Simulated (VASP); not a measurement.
# B (P6/mmm) in VASP: single point with PBEsol

Aim: the single point of B with PBEsol.

All numbers are computed with VASP 6.6.1; they aren't measurements. Logs are shortened: lines on timing, memory, paths and dates and some standing lists are left out, and cuts for length are marked.

### Step 1. The cell of the first run

It takes space group P6/mmm (No. 191, hexagonal). Conventional cell: a = 3.085 Å, b = 3.085 Å, c = 3.523 Å, α = 90.00°, β = 90.00°, γ = 120.00°. B (site symmetry -6m2) has 3 B at 1.78 Å within 2.4 Å.

### Step 2. Single point, PBEsol

File INCAR:

```
SYSTEM = B
PREC = Accurate
ENCUT = 520
EDIFF = 1E-6
ISMEAR = -1
SIGMA = 0.05
LREAL = .False.
LASPH = .True.
NELM = 80
ALGO = Normal
ISIF = 2
LWAVE = .False.
LCHARG = .False.
GGA = PS
NBANDS = 10
```

File KPOINTS:

```
Automatic mesh
0
Gamma
  11 11 8
  0 0 0
```

File POSCAR:

```
B
1.0
    3.0850000000      0.0000000000      0.0000000000
   -1.5425000000      2.6716880000      0.0000000000
    0.0000000000      0.0000000000      3.5230000000
B
2
Direct
    0.3333333333      0.6666666667      0.5000000000
    0.6666666667      0.3333333333      0.5000000000
```

Potentials or basis: VASP PAW PBE potentials, release 64 (B).

Run with:

```
$ cat potpaw_PBE.64/B/POTCAR > POTCAR
$ mpirun -np 1 vasp_std > vasp.out
```

OUTCAR:

```text
SYSTEM = B
   PREC = Accurate
   ENCUT = 520
   EDIFF = 1E-6
   ISMEAR = -1
   LREAL = .False.
   LASPH = .True.
   NELM = 80
   ISIF = 2
   GGA = PS

 ion  position               nearest neighbor table
   1  0.333  0.667  0.500-   2 1.78   2 1.78   2 1.78
   2  0.667  0.333  0.500-   1 1.78   1 1.78   1 1.78

  LATTYP: Found a hexagonal cell.
 ALAT       =     3.0850000000
 C/A-ratio  =     1.1419773096

  Lattice vectors:

 A1 = (   3.0850000000,   0.0000000000,   0.0000000000)
 A2 = (  -1.5425000000,   2.6716880000,   0.0000000000)
 A3 = (   0.0000000000,   0.0000000000,   3.5230000000)

Analysis of symmetry for initial positions (statically):
=====================================================================
 Subroutine PRICEL returns:
 Original cell was already a primitive cell.

 Routine SETGRP: Setting up the symmetry group for a
 hexagonal supercell.

 Subroutine GETGRP returns: Found 24 space group operations
 (whereof 24 operations were pure point group operations)
 out of a pool of 24 trial point group operations.

The static configuration has the point symmetry D_6h.

Analysis of symmetry for dynamics (positions and initial velocities):
=====================================================================
 Subroutine PRICEL returns:
 Original cell was already a primitive cell.

 Routine SETGRP: Setting up the symmetry group for a
 hexagonal supercell.

 Subroutine GETGRP returns: Found 24 space group operations
 (whereof 24 operations were pure point group operations)
 out of a pool of 24 trial point group operations.

The dynamic configuration has the point symmetry D_6h.

 Subroutine INISYM returns: Found 24 space group operations
 (whereof 24 operations are pure point group operations),
 and found     1 'primitive' translations

----------------------------------------------------------------------------------------

                                     Primitive cell

  volume of cell :      29.0371

  direct lattice vectors                    reciprocal lattice vectors
     3.085000000  0.000000000  0.000000000     0.324149109  0.187147601  0.000000000
    -1.542500000  2.671688000  0.000000000     0.000000000  0.374295202  0.000000000
     0.000000000  0.000000000  3.523000000     0.000000000  0.000000000  0.283848992

  length of vectors
     3.085000000  3.084999679  3.523000000     0.374295163  0.374295202  0.283848992

  position of ions in fractional coordinates (direct lattice)
     0.333333333  0.666666667  0.500000000
     0.666666667  0.333333333  0.500000000

  ion indices of the primitive-cell ions
   primitive index   ion index
                 1           1
                 2           2

----------------------------------------------------------------------------------------

 KPOINTS: Automatic mesh

Automatic generation of k-mesh.
 Grid dimensions read from file:
 generate k-points for:   11   11    8

 Generating k-lattice:

  Cartesian coordinates                     Fractional coordinates (reciprocal lattice)
     0.029468101  0.017013418  0.000000000     0.090909091  0.000000000  0.000000000
     0.000000000  0.034026837  0.000000000     0.000000000  0.090909091  0.000000000
     0.000000000  0.000000000  0.035481124     0.000000000  0.000000000  0.125000000

  Length of vectors
     0.034026833  0.034026837  0.035481124

  Shift w.r.t. Gamma in fractional coordinates (k-lattice)
     0.000000000  0.000000000  0.000000000

 Subroutine IBZKPT returns following result:
 ===========================================

 Found     80 irreducible k-points:

 Following reciprocal coordinates:
            Coordinates               Weight
  0.000000  0.000000  0.000000      1.000000
  0.090909  0.000000  0.000000      6.000000
  0.181818  0.000000  0.000000      6.000000
  0.272727  0.000000  0.000000      6.000000
  0.363636  0.000000  0.000000      6.000000
  0.454545 -0.000000  0.000000      6.000000
[... 16 lines left out ...]
  0.090909  0.090909  0.125000     12.000000
  0.181818  0.090909  0.125000     24.000000
 [... further k-points ...]
   k-points           NKPTS =     80   k-points in BZ     NKDIM =     80   number of bands    NBANDS=     10
   number of dos      NEDOS =    301   number of ions     NIONS =      2
   total plane-waves  NPLWV =  16128
   dimension x,y,z NGX =    24 NGY =   24 NGZ =   28
   dimension x,y,z NGXF=    48 NGYF=   48 NGZF=   56
   ions per type =               2
   NGX,Y,Z   is equivalent  to a cutoff of  12.93, 12.93, 13.21 a.u.
   NGXF,Y,Z  is equivalent  to a cutoff of  25.87, 25.87, 26.43 a.u.
 SYSTEM =  B
   PREC   = accura    normal or accurate (medium, high low for compatibility)
   ISTART =      0    job   : 0-new  1-cont  2-samecut
   ICHARG =      2    charge: 1-file 2-atom 10-const
   ISPIN  =      1    spin polarized calculation?
   LNONCOLLINEAR =      F non collinear calculations
   LSORBIT =      F    spin-orbit coupling
   LASPH  =      T    aspherical Exc in radial PAW
   ENCUT  =  520.0 eV  38.22 Ry    6.18 a.u.   5.74  5.74  6.55*2*pi/ulx,y,z
   NELM   =     80;   NELMIN=  2; NELMDL= -5     # of ELM steps
   EDIFF  = 0.1E-05   stopping-criterion for ELM
   LREAL  =      F    real-space projection
   EDIFFG = 0.1E-04   stopping-criterion for IOM
   NSW    =      0    number of steps for IOM
   IBRION =     -1    ionic relax: 0-MD 1-quasi-New 2-CG
   NFREE  =      0    steps in history (QN), initial steepest desc. (CG)
   ISIF   =      2    stress and relaxation
   ISYM   =      2    0-nonsym 1-usesym 2-fastsym
   POTIM  = 0.5000    time-step for ionic-motion
   TEBEG  =    0.0;   TEEND  =   0.0 temperature during run
   PSTRESS=    0.0 pullay stress
   NELECT =       6.0000    total number of electrons
   NUPDOWN=      -1.0000    fix difference up-down
   EMIN   =  10.00;   EMAX   =-10.00  energy-range for DOS
   EFERMI =   0.00;   METHOD = LEGACY
   ISMEAR =    -1;   SIGMA  =   0.05  broadening in eV -4-tet -1-fermi 0-gaus
   EFERMI_NEDOS =   21; number of points for ismear=-14 and -15
   IALGO  =     38    algorithm
   IMIX   =      4    mixing-type and parameters
     AMIX     =   0.40;   BMIX     =  1.00
     AMIX_MAG =   1.60;   BMIX_MAG =  1.00
  volume/ion in A,a.u.               =      14.52        97.98
  Fermi-wavevector in a.u.,A,eV,Ry     =   0.967849  1.828969 12.744996  0.936731
  Thomas-Fermi vector in A             =   2.097769
   LORBIT       =      0    0 simple, 1 ext, 2 COOP (PROOUT), +10 PAW based schemes
   GGA     = PS    functional components
   LHFCALC =     F    Hartree Fock is set to
   AEXX    =    0.0000 exact exchange contribution
   IVDW    =     0    specifies the selected vdW correction
   LEPSILON=     F    determine dielectric tensor
   LRPA    =     F    only Hartree local field effects (RPA)
 non-spin polarized calculation
  energy-cutoff  :      520.00
  volume of cell :       29.04
 maximum number of plane-waves:       806
 NGX is ok and might be reduce to    24
   NGX = 11   NGY = 11   NGZ = 13

 number of electron       6.0000000 magnetization

 Free energy of the ion-electron system (eV)
  ---------------------------------------------------
  ext. energy  EPLUGINS =         0.00000000
  ---------------------------------------------------
  free energy    TOTEN  =       -11.14464247 eV

  energy without entropy =      -11.13390407  energy(sigma->0) =      -11.13927327

 E-fermi :   0.0355     XC(G=0):  -8.7570

 val. band max:        0.0158467573   @ k =   0.1818   0.0909   0.0000
 cond. band min:       0.0390183535   @ k =   0.0909   0.0000   0.0000
 fundamental gap:      0.0231715962
 Fermi energy:         0.0355482112

 k-point     1 :       0.0000    0.0000    0.0000
  band No.  band energies     occupation
      1      -9.8774      2.00000
      2      -0.1020      1.87987
      3       1.5937      0.00000
      4       1.5937      0.00000
      5       6.6937      0.00000
      6       8.6863      0.00000
      7       8.6863      0.00000
      8      10.3058      0.00000
      9      11.3733      0.00000
     10      16.5518      0.00000

 k-point     2 :       0.0909    0.0000    0.0000
  band No.  band energies     occupation
      1      -9.7453      2.00000
      2       0.0390      0.96531
      3       1.0237      0.00000
      4       1.3249      0.00000
      5       6.8337      0.00000
      6       8.6378      0.00000
      7       9.2348      0.00000
      8      10.6237      0.00000
      9      10.9782      0.00000
     10      17.0379      0.00000

 k-point     3 :       0.1818    0.0000    0.0000
  band No.  band energies     occupation
      1      -9.3507      2.00000
      2      -0.3355      1.99880
      3       0.4562      0.00044
      4       0.7259      0.00000
      5       7.2502      0.00000
      6       8.3243      0.00000
      7       9.9393      0.00000
      8      10.6558      0.00000
      9      11.5413      0.00000
     10      18.0226      0.00000

 k-point     4 :       0.2727    0.0000    0.0000
  band No.  band energies     occupation
      1      -8.6995      2.00000
      2      -1.9814      2.00000
      3       0.1048      0.40011
      4       1.1279      0.00000
      5       7.7393      0.00000
      6       8.1084      0.00000
      7       8.5473      0.00000
      8      12.4587      0.00000
      9      12.5772      0.00000
     10      17.9793      0.00000

 k-point     5 :       0.3636    0.0000    0.0000
  band No.  band energies     occupation
      1      -7.8066      2.00000
      2      -3.6312      2.00000
      3      -0.3675      1.99937
      4       1.9915      0.00000
      5       7.0869      0.00000
      6       7.4854      0.00000
      7       8.9836      0.00000
      8      12.4796      0.00000
      9      14.6528      0.00000
     10      17.7502      0.00000

 k-point     6 :       0.4545   -0.0000    0.0000
  band No.  band energies     occupation
      1      -6.7412      2.00000
      2      -5.0975      2.00000
      3      -0.6173      2.00000
      4       2.8120      0.00000
      5       5.9344      0.00000
      6       7.3045      0.00000
      7      10.1671      0.00000
      8      11.4697      0.00000
      9      16.2904      0.00000
     10      17.4683      0.00000
[... 183 lines left out ...]
 k-point    21 :       0.3636    0.0000    0.1250
  band No.  band energies     occupation
      1      -7.7282      2.00000
      2      -3.5742      2.00000
      3      -0.3402      1.99891
      4       1.4523      0.00000
      5       6.5838      0.00000
      6       7.6223      0.00000
      7       9.7801      0.00000
      8      12.8944      0.00000
      9      14.6763      0.00000
     10      16.8173      0.00000

 k-point    22 :       0.4545   -0.0000    0.1250
  band No.  band energies     occupation
      1      -6.6668      2.00000
      2      -5.0339      2.00000
      3      -0.5895      1.99999
      4       2.3266      0.00000
      5       5.3623      0.00000
      6       7.4280      0.00000
      7      10.8720      0.00000
      8      12.0347      0.00000
      9      16.3019      0.00000
     10      17.1476      0.00000

 k-point    23 :       0.0909    0.0909    0.1250
  band No.  band energies     occupation
      1      -9.3963      2.00000
      2      -0.2784      1.99626
      3       0.2017      0.06958
      4       0.8029      0.00000
      5       8.0110      0.00000
      6       8.8747      0.00000
      7       9.5851      0.00000
      8      10.0604      0.00000
      9      11.7170      0.00000
     10      17.6660      0.00000

 k-point    24 :       0.1818    0.0909    0.1250
  band No.  band energies     occupation
      1      -8.8755      2.00000
      2      -1.1522      2.00000
      3       0.0433      0.92253
      4       0.2854      0.01342
      5       8.4446      0.00000
      6       8.7142      0.00000
      7       8.8533      0.00000
      8      10.7241      0.00000
      9      13.1682      0.00000
     10      16.8542      0.00000

 [... further k-points ...]
[... 5 lines left out ...]
  --------------------------------------------------------------------------------------
  -------------------------------------------------------------------------------------
  Total       -3.4309350     -3.4309341     -1.1646099      0.0000000      0.0000000      0.0000000
  in kB     -189.3082438   -189.3081913    -64.2595238      0.0000000      0.0000000      0.0000000
  external PRESSURE =    -147.6253196 kB  Pullay stress =       0.0000000 kB

 VOLUME and BASIS-vectors are now :
 -----------------------------------------------------------------------------
  energy-cutoff  :      520.00
  volume of cell :       29.04
      direct lattice vectors                 reciprocal lattice vectors
     3.085000000  0.000000000  0.000000000     0.324149109  0.187147601  0.000000000
    -1.542500000  2.671688000  0.000000000     0.000000000  0.374295202  0.000000000
     0.000000000  0.000000000  3.523000000     0.000000000  0.000000000  0.283848992

 POSITION                                       TOTAL-FORCE (eV/Angst)
 -----------------------------------------------------------------------------------
     -0.00000      1.78113      1.76150         0.000000      0.000000      0.000000
      1.54250      0.89056      1.76150        -0.000000      0.000000     -0.000000
 -----------------------------------------------------------------------------------
    total drift:                                0.000000     -0.000000     -0.000000

  FREE ENERGIE OF THE ION-ELECTRON SYSTEM (eV)
  ---------------------------------------------------
  free  energy   TOTEN  =       -11.1446424693 eV

  energy  without entropy=      -11.1339040718  energy(sigma->0) =      -11.13927327
```

Run time: 13 s. Hardware: 1 thread of Intel Xeon Platinum 8488C (Sapphire Rapids), shared host; peak memory 0.14 GiB.

What came out:

| Quantity | Value |
| --- | --- |
| Free energy | -11.1446 eV |
| Pressure | -14.8 GPa |
| Band gap on the k mesh | zero (band 3 reaches 1.74 eV, above the bottom of band 4 at -0.82 eV) |

Stress tensor (GPa, compression positive):
```
-18.93   0.00   0.00
  0.00 -18.93   0.00
  0.00   0.00  -6.43
```

Caveat: the PAW data sets were made with another functional, which shifts forces and pressure a little; this functional lacks dispersion, which binds the layers, so the pressure and a relaxed spacing across them are unreliable.
